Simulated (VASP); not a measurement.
A run of VASP 6.6.1:

File INCAR:

```
SYSTEM = Ag
PREC = Accurate ; ENCUT = 520
EDIFF = 1E-6 ; ISMEAR = -1
SIGMA = 0.1 ; LREAL = .FALSE.
LASPH = .TRUE. ; NELM = 60
ALGO = Normal ; ISIF = 2
LWAVE = .FALSE. ; LCHARG = .FALSE.
GGA = B5 ; ALDAX = 1.0
AGGAX = 1.0 ; AGGAC = 1.0
ALDAC = 0.0 ; NBANDS = 12
```

File KPOINTS:

```
regular mesh
0
G
  13 13 13
  0 0 0
```

File POSCAR:

```
Ag
1.0
    2.9295781344      0.0000000000      0.0000000000
    0.0000000000      2.9295781344      0.0000000000
    0.0000000000      0.0000000000      2.9295781344
Ag
1
Direct
    0.0000000000      0.0000000000      0.0000000000
```

Potentials or basis: VASP PAW PBE potentials, release 64 (Ag).

The run is started by

```sh
$ cat potpaw_PBE.64/Ag/POTCAR > POTCAR
$ mpirun -np 1 vasp_std > vasp.out
```

Hardware: 1 thread of Intel(R) Xeon(R) 6975P-C (Granite Rapids), on a shared host.

Question: Estimate the wall time of this run.

Answer: Run time: 11 s on 1 thread of Intel(R) Xeon(R) 6975P-C (Granite Rapids), on a shared host, peak memory 0.14 GiB. Counts: scf iterations 11, k points 84.
